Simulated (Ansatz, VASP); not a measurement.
# Two plane-wave programs on H

```
CELL_PARAMETERS angstrom
2.64964 0.00000 0.00000
0.00000 2.64964 0.00000
0.00000 0.00000 0.98049
ATOMIC_POSITIONS crystal
H 0.00000 0.00000 0.50000
```

Alike in both runs: task relaxation of cell and atoms; functional PBEsol; dispersion D4; k mesh 10 × 10 × 26; occupations fermi-dirac, width 0.05 eV; no spin polarisation.

|  | VASP | Ansatz |
| --- | --- | --- |
| version | VASP 6.6.1 | Ansatz 0.2.0 |
| potentials or method | VASP PAW PBE potentials, release 64 (H) | Ansatz PAW |
| plane-wave cutoff (eV) | 600 | 420 |
| valence electrons in the cell | 1 | 1 |

|  | VASP | Ansatz | Ansatz less VASP |
| --- | --- | --- | --- |
| gap on the k mesh at the Fermi level, each at its own relaxed structure (eV) | none | none | - |
| relaxed volume (Å³/atom) | 7.62 | 7.83 | +0.212 |
| relaxed cell length with the largest relative difference (Å) | 2.780 | 2.817 | +0.0372 |

VASP's potentials were made for PBE, not for PBEsol. A gap of «none» marks a metal or a gap that the smearing closes.

Noted on Ansatz's run: the plane-wave basis is chosen anew once the cell has moved, so the energies of steps on either side of that aren't comparable.
